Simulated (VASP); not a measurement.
# InGa3Se2 (P6mm) in VASP: further runs, part 2 of 2

VASP 6.6.1. Earlier steps stand in the parts before.

## (4) Relaxation of cell and atoms, PBE

Contents of INCAR:

```
PREC = Accurate
ENCUT = 600
EDIFF = 1E-6
ISMEAR = 0
SIGMA = 0.1
LREAL = F
LASPH = T
NELM = 80
ALGO = Normal
ISIF = 3
LWAVE = F
LCHARG = F
GGA = PE
IBRION = 2
NSW = 90
EDIFFG = -0.04
```

Contents of KPOINTS:

```
regular mesh
0
Gamma
  3 3 4
```

Contents of POSCAR:

```
InGa3Se2
1.0
    5.9468192300      0.0000000000      0.0000000000
   -2.9734096100      5.1500965200      0.0000000000
    0.0000000000      0.0000000000      4.1768647600
In Ga Se
1 3 2
Direct
    0.0000000000      0.0000000000      0.8888130200
    0.5000000000      0.5000000000      0.4595159900
    0.5000000000      0.0000000000      0.4595159900
    0.0000000000      0.5000000000      0.4595159900
    0.6666666700      0.3333333300      0.9631379800
    0.3333333300      0.6666666700      0.9631379800
```

Potentials or basis: VASP PAW PBE potentials, release 64 (In_d, Ga_d, Se).

On the command line:

```sh
$ cat potpaw_PBE.64/In_d/POTCAR potpaw_PBE.64/Ga_d/POTCAR potpaw_PBE.64/Se/POTCAR > POTCAR
$ mpirun -np 1 vasp_std > vasp.out
```

OUTCAR:

```text
PREC = Accurate
   ENCUT = 600
   EDIFF = 1E-6
   ISMEAR = 0
   LREAL = F
   LASPH = T
   NELM = 80
   ISIF = 3
   GGA = PE
   IBRION = 2
   NSW = 90
   EDIFFG = -0.04

 ion  position               nearest neighbor table
   1  0.000  0.000  0.889-   4 3.47   4 3.47   2 3.47   2 3.47   3 3.47   3 3.47
   2  0.500  0.500  0.460-   5 2.69   6 2.69   5 2.72   6 2.72   1 3.47   1 3.47
   3  0.500  0.000  0.460-   5 2.69   6 2.69   5 2.72   6 2.72   1 3.47   1 3.47
   4  0.000  0.500  0.460-   5 2.69   6 2.69   5 2.72   6 2.72   1 3.47   1 3.47
   5  0.667  0.333  0.963-   3 2.69   4 2.69   2 2.69   3 2.72   4 2.72   2 2.72
   6  0.333  0.667  0.963-   3 2.69   4 2.69   2 2.69   3 2.72   4 2.72   2 2.72

  LATTYP: Found a hexagonal cell.
 ALAT       =     5.9468192300
 C/A-ratio  =     0.7023695523

  Lattice vectors:

 A1 = (   5.9468192300,   0.0000000000,   0.0000000000)
 A2 = (  -2.9734096100,   5.1500965200,   0.0000000000)
 A3 = (   0.0000000000,   0.0000000000,   4.1768647600)

Analysis of symmetry for initial positions (statically):
=====================================================================
 Subroutine PRICEL returns:
 Original cell was already a primitive cell.

 Routine SETGRP: Setting up the symmetry group for a
 hexagonal supercell.

 Subroutine GETGRP returns: Found 12 space group operations
 (whereof 12 operations were pure point group operations)
 out of a pool of 24 trial point group operations.

The static configuration has the point symmetry C_6v.

Analysis of symmetry for dynamics (positions and initial velocities):
=====================================================================
 Subroutine PRICEL returns:
 Original cell was already a primitive cell.

 Routine SETGRP: Setting up the symmetry group for a
 hexagonal supercell.

 Subroutine GETGRP returns: Found 12 space group operations
 (whereof 12 operations were pure point group operations)
 out of a pool of 24 trial point group operations.

The dynamic configuration has the point symmetry C_6v.

 Subroutine INISYM returns: Found 12 space group operations
 (whereof 12 operations are pure point group operations),
 and found     1 'primitive' translations

----------------------------------------------------------------------------------------

                                     Primitive cell
[... 106 lines left out ...]
  Thomas-Fermi vector in A             =   2.430876
   LORBIT       =      0    0 simple, 1 ext, 2 COOP (PROOUT), +10 PAW based schemes
   GGA     = PE    functional components
   LHFCALC =     F    Hartree Fock is set to
   AEXX    =    0.0000 exact exchange contribution
   IVDW    =     0    specifies the selected vdW correction
   LEPSILON=     F    determine dielectric tensor
   LRPA    =     F    only Hartree local field effects (RPA)
 conjugate gradient relaxation of ions
 non-spin polarized calculation
 Gauss-broadening in eV      SIGMA  =   0.10
  energy-cutoff  :      600.00
  volume of cell :      127.92
 maximum number of plane-waves:      4319
 NGX is ok and might be reduce to    48
   NGX = 23   NGY = 23   NGZ = 17

--------------------------------------- Ionic step        1  -------------------------------------------

 number of electron      64.0000025 magnetization

 Free energy of the ion-electron system (eV)
  ---------------------------------------------------
  ext. energy  EPLUGINS =         0.00000000
  ---------------------------------------------------
  free energy    TOTEN  =       -18.08416339 eV

  energy without entropy =      -18.06575583  energy(sigma->0) =      -18.07495961

 E-fermi :   6.1000     XC(G=0): -10.3980

 val. band max:        6.0456103669   @ k =   0.3333   0.3333   0.0000
 cond. band min:       6.1397909613   @ k =   0.3333  -0.0000   0.2500
 fundamental gap:      0.0941805944
 Fermi energy:         6.0999750064

 k-point     1 :       0.0000    0.0000    0.0000
  band No.  band energies     occupation
      1      -9.6495      2.00000
      2      -9.3220      2.00000
      3      -9.3163      2.00000
      4      -9.2891      2.00000
      5      -9.2891      2.00000
      6      -9.2029      2.00000
[... 471 lines left out ...]
  FREE ENERGIE OF THE ION-ELECTRON SYSTEM (eV)
  ---------------------------------------------------
  free  energy   TOTEN  =       -18.5164542725 eV

  energy  without entropy=      -18.4999588947  energy(sigma->0) =      -18.50820658

[... ionic steps 4 to 11 ...]

--------------------------------------- Ionic step       12  -------------------------------------------

 number of electron      64.0000006 magnetization

------------------------ aborting loop because EDIFF is reached ----------------------------------------
[... 75 lines left out ...]
--------------------------------------- Ionic step       14  -------------------------------------------

 number of electron      64.0000002 magnetization

 Free energy of the ion-electron system (eV)
  ---------------------------------------------------
  ext. energy  EPLUGINS =         0.00000000
  ---------------------------------------------------
  free energy    TOTEN  =       -18.54569341 eV

  energy without entropy =      -18.52600621  energy(sigma->0) =      -18.53584981

 E-fermi :   4.4488     XC(G=0):  -9.6397

 val. band max:        4.0871312722   @ k =   0.3333   0.3333   0.2500
 cond. band min:       4.4666693028   @ k =   0.3333  -0.0000   0.2500
 fundamental gap:      0.3795380306
 Fermi energy:         4.4488373713

 k-point     1 :       0.0000    0.0000    0.0000
  band No.  band energies     occupation
      1     -10.7226      2.00000
      2     -10.6123      2.00000
      3     -10.6123      2.00000
      4     -10.6055      2.00000
      5     -10.6002      2.00000
      6     -10.5580      2.00000
[... 391 lines left out ...]
  FREE ENERGIE OF THE ION-ELECTRON SYSTEM (eV)
  ---------------------------------------------------
  free  energy   TOTEN  =       -18.5456934070 eV

  energy  without entropy=      -18.5260062065  energy(sigma->0) =      -18.53584981

 reached required accuracy - stopping structural energy minimisation
```

OSZICAR:

```text
N       E                     dE             d eps       ncg     rms          rms(c)
DAV:   1     0.608563523991E+03    0.60856E+03   -0.31646E+04   714   0.280E+03
DAV:   2     0.826624047164E+02   -0.52590E+03   -0.51023E+03   700   0.672E+02
DAV:   3    -0.119935006222E+02   -0.94656E+02   -0.90272E+02   814   0.211E+02
[... 122 lines left out ...]
DAV:   3    -0.185465495924E+02   -0.17620E-03   -0.25622E-02   974   0.989E-01    0.355E-01
DAV:   4    -0.185457906828E+02    0.75891E-03   -0.18701E-03   960   0.442E-01    0.101E-01
DAV:   5    -0.185457054751E+02    0.85208E-04   -0.43768E-04   834   0.160E-01    0.317E-02
DAV:   6    -0.185456938962E+02    0.11579E-04   -0.50438E-05   810   0.649E-02    0.113E-02
DAV:   7    -0.185456934070E+02    0.48916E-06   -0.71545E-06   782   0.231E-02
  14 F= -.18545693E+02 E0= -.18535850E+02  d E =-.453421E-02
```

Run time: 9.8 min. Hardware: 1 thread of Intel Xeon Platinum 8559C (Emerald Rapids), shared host; peak memory 0.32 GiB.

What came out:

```
Free energy                           : -18.5457 eV
Relaxed volume                        : 25.05 Å³/atom
Relaxed cell                          : a = 6.338 Å, b = 6.338 Å, c = 4.321 Å, α = 90.00°, β = 90.00°, γ = 120.00°
Space group after relaxing (to 0.1 Å) : P6mm (No. 183)
Energy gained by relaxing             : 76.9 meV/atom
Ionic steps                           : 14
Pressure after relaxing               : -0.1 GPa
Largest force after relaxing          : 0.036 eV/Å
Band gap on the k mesh                : zero (bands 32 and 33 overlap by 1.21 eV)
```

Forces in eV/Å, atoms in the order of the input:
```
In   0.000  0.000  0.036
Ga   0.000  0.000  0.012
Ga   0.000  0.000  0.012
Ga   0.000  0.000  0.012
Se   0.000  0.000 -0.035
Se   0.000  0.000 -0.035
```

Stress tensor (GPa, compression positive):
```
-0.04  0.00  0.00
 0.00 -0.04  0.00
 0.00  0.00 -0.22
```

Step by step:
| step | energy change (eV) | largest force (eV/Å) | pressure (GPa) | volume (Å³) |
| --- | --- | --- | --- | --- |
| 1 | 0.0000 | 0.0888 | 7.99 | 127.92 |
| 2 | -0.4310 | 0.0854 | -0.24 | 148.62 |
| 3 | -0.4323 | 0.0878 | 0.12 | 147.23 |
| 4 | -0.4322 | 0.0857 | 0.05 | 147.64 |
| 5 | -0.4417 | 0.0776 | -0.01 | 148.23 |
| 6 | -0.4544 | 0.0807 | -0.04 | 149.96 |
| 7 | -0.4552 | 0.0788 | -0.05 | 150.45 |
| 8 | -0.4552 | 0.0811 | -0.05 | 150.39 |
| 9 | -0.4559 | 0.0758 | 0.00 | 150.11 |
| 10 | -0.4570 | 0.0657 | 0.23 | 149.29 |
| 11 | -0.4573 | 0.0633 | 0.19 | 149.33 |
| 12 | -0.4582 | 0.0595 | 0.18 | 149.47 |
| 13 | -0.4598 | 0.0519 | 0.10 | 149.76 |
| 14 | -0.4615 | 0.0360 | -0.10 | 150.33 |

Final structure:
```yaml
crystal:
  lattice:
    - [6.33820, 0.00000, 0.00000]
    - [-3.16910, 5.48905, 0.00000]
    - [0.00000, 0.00000, 4.32089]
  atoms:
    - { symbol: In, position: [0.00000, 0.00000, 0.91632] }
    - { symbol: Ga, position: [0.50000, 0.50000, 0.45061] }
    - { symbol: Ga, position: [0.50000, 0.00000, 0.45061] }
    - { symbol: Ga, position: [0.00000, 0.50000, 0.45061] }
    - { symbol: Se, position: [0.66667, 0.33333, 0.96275] }
    - { symbol: Se, position: [0.33333, 0.66667, 0.96275] }
```

Levels at points of the mesh, in eV from the Fermi level:
```csv
k point,band 30,band 31,band 32,band 33,band 34,band 35
"(0.00, 0.00, 0.00)",-2.27,-0.55,0.52,0.52,0.96,0.96
"(0.00, 0.00, 0.50)",-2.32,-2.32,-0.69,-0.69,-0.43,2.65
```

Caveat: the k points lie up to 0.38 Å⁻¹ apart in the final cell, too coarse for converged energies and pressures of a metal; the volume moved by over 15 % at a fixed basis, so the end points are rough; spin-orbit coupling is left out, which moves the levels of the heavy elements.

## (5) Relaxation of cell and atoms, PBE

This run uses another cell than the first one, of 25.14 Å³/atom.

Contents of INCAR:

```
PREC     = Accurate       # precision mode
ENCUT    = 600            # plane-wave cutoff, eV
EDIFF    = 1E-6           # SCF threshold, eV
ISMEAR   = 0              # smearing method
SIGMA    = 0.1            # smearing width, eV
LREAL    = F              # projectors in reciprocal space
LASPH    = T              # aspherical terms in the spheres
NELM     = 100            # most SCF steps
ALGO     = Normal         # electronic algorithm
ISIF     = 3              # what is computed and relaxed
LWAVE    = F              # write WAVECAR
LCHARG   = F              # write CHGCAR
GGA      = PE             # functional
IBRION   = 2              # ionic algorithm
NSW      = 100            # ionic steps
EDIFFG   = -0.01          # ionic threshold
```

Contents of KPOINTS:

```
Automatic mesh
0
Gamma
  6 6 10
```

Contents of POSCAR:

```
InGa3Se2
1.0
    6.3649973274      0.0000000000      0.0000000000
   -3.1824986637      5.5122493805      0.0000000000
    0.0000000000      0.0000000000      4.2990885009
In Ga Se
1 3 2
Direct
    0.0000000000      0.0000000000      0.9295950967
    0.5000000000      0.5000000000      0.4487495550
    0.5000000000      0.0000000000      0.4487495550
    0.0000000000      0.5000000000      0.4487495550
    0.6666666667      0.3333333333      0.9588965942
    0.3333333333      0.6666666667      0.9588965942
```

On the command line:

```sh
$ cat potpaw_PBE.64/In_d/POTCAR potpaw_PBE.64/Ga_d/POTCAR potpaw_PBE.64/Se/POTCAR > POTCAR
$ mpirun -np 1 vasp_std > vasp.out
```

Wall time 45 min (1 thread of Intel Xeon Platinum 8559C (Emerald Rapids), shared host); peak memory 0.52 GiB.

The run converged. Its results:

```
Free energy                           : -18.5070 eV
Relaxed volume                        : 24.62 Å³/atom
Relaxed cell                          : a = 6.200 Å, b = 6.200 Å, c = 4.439 Å, α = 90.00°, β = 90.00°, γ = 120.00°
Space group after relaxing (to 0.1 Å) : P6mm (No. 183)
Energy gained by relaxing             : 8.8 meV/atom
Ionic steps                           : 16
Pressure after relaxing               : 0.0 GPa
Largest force after relaxing          : 0.010 eV/Å
Band gap on the k mesh                : zero (bands 32 and 33 overlap by 1.06 eV)
```

Forces on the atoms (eV/Å):
```
In   0.000  0.000  0.010
Ga   0.000  0.000 -0.003
Ga   0.000  0.000 -0.003
Ga   0.000  0.000 -0.003
Se   0.000  0.000  0.000
Se   0.000  0.000  0.000
```

Step by step:
```csv
step,energy change (eV),largest force (eV/Å),pressure (GPa),volume (Å³)
1,0.0000,0.0277,0.22,150.84
2,-0.0306,0.0136,-0.29,151.58
3,-0.0406,0.0181,-0.77,152.29
4,-0.0513,0.0144,-0.34,149.38
5,-0.0523,0.0123,0.10,147.01
6,-0.0527,0.0144,-0.07,147.76
7,-0.0527,0.0130,0.03,147.65
8,-0.0528,0.0119,-0.05,147.77
9,-0.0528,0.0121,-0.03,147.80
10,-0.0529,0.0115,-0.04,147.87
11,-0.0529,0.0095,0.08,147.71
12,-0.0529,0.0130,-0.01,147.77
13,-0.0529,0.0103,0.04,147.76
14,-0.0529,0.0130,0.02,147.76
15,-0.0529,0.0126,0.01,147.77
16,-0.0529,0.0097,0.02,147.75
```

Final structure:
```yaml
crystal:
  lattice:
    - [6.19957, 0.00000, 0.00000]
    - [-3.09978, 5.36898, 0.00000]
    - [0.00000, 0.00000, 4.43885]
  atoms:
    - { symbol: In, position: [0.00000, 0.00000, 0.93105] }
    - { symbol: Ga, position: [0.50000, 0.50000, 0.44857] }
    - { symbol: Ga, position: [0.50000, 0.00000, 0.44857] }
    - { symbol: Ga, position: [0.00000, 0.50000, 0.44857] }
    - { symbol: Se, position: [0.66667, 0.33333, 0.95845] }
    - { symbol: Se, position: [0.33333, 0.66667, 0.95845] }
```

Levels at points of the mesh, in eV from the Fermi level:
```tsv
k point	band 29	band 30	band 31	band 32	band 33	band 34	band 35	band 36
(0.00, 0.00, 0.00)	-3.31	-2.12	-0.72	0.52	0.52	1.36	1.36	2.62
(0.50, 0.00, 0.00)	-1.94	-1.76	-1.75	0.09	0.74	1.27	2.17	2.33
(0.00, 0.00, 0.50)	-3.72	-2.08	-2.08	-0.54	-0.54	-0.17	2.64	3.22
(0.50, 0.00, 0.50)	-2.30	-1.83	-1.07	0.14	0.49	2.18	2.31	2.31
```

Caveat: spin-orbit coupling is left out, which moves the levels of the heavy elements.

## (6) The runs side by side

```tsv
task	cell	k mesh	cutoff (eV)	gap on the mesh (eV)	pressure (GPa)	relaxed volume (Å³/atom)	largest force (eV/Å)
single point	a = 5.947, b = 5.947, c = 4.177 Å, angles 90.0, 90.0, 120.0°, 6 atoms, atomic positions A	3 × 3 × 4	520	none	8.0	-	0.09
single point	a = 6.365, b = 6.365, c = 4.299 Å, angles 90.0, 90.0, 120.0°, 6 atoms, atomic positions B	3 × 3 × 4	520	none	-0.1	-	0.04
relaxation of cell and atoms	relaxed from a = 5.947, b = 5.947, c = 4.177 Å, angles 90.0, 90.0, 120.0°, 6 atoms, atomic positions A	3 × 3 × 4	600	none	-0.1	25.05	0.04
relaxation of cell and atoms	relaxed from a = 6.365, b = 6.365, c = 4.299 Å, angles 90.0, 90.0, 120.0°, 6 atoms, atomic positions B	6 × 6 × 10	600	none	0.0	24.62	0.01
```

Alike in all rows: level PBE; potentials or basis VASP PAW PBE potentials, release 64 (In_d, Ga_d, Se); no spin polarisation; smearing gaussian 0.1 eV.

Caveats: some runs use coarse meshes; spin-orbit coupling is left out, which moves the levels of the heavy elements; the volume moved by over 15 % at a fixed basis, so the end points are rough (at least some runs).

Absolute energies hang on the potentials; compare differences alone.

The gap in the log of VASP goes by the Fermi energy; the results here count the filled bands.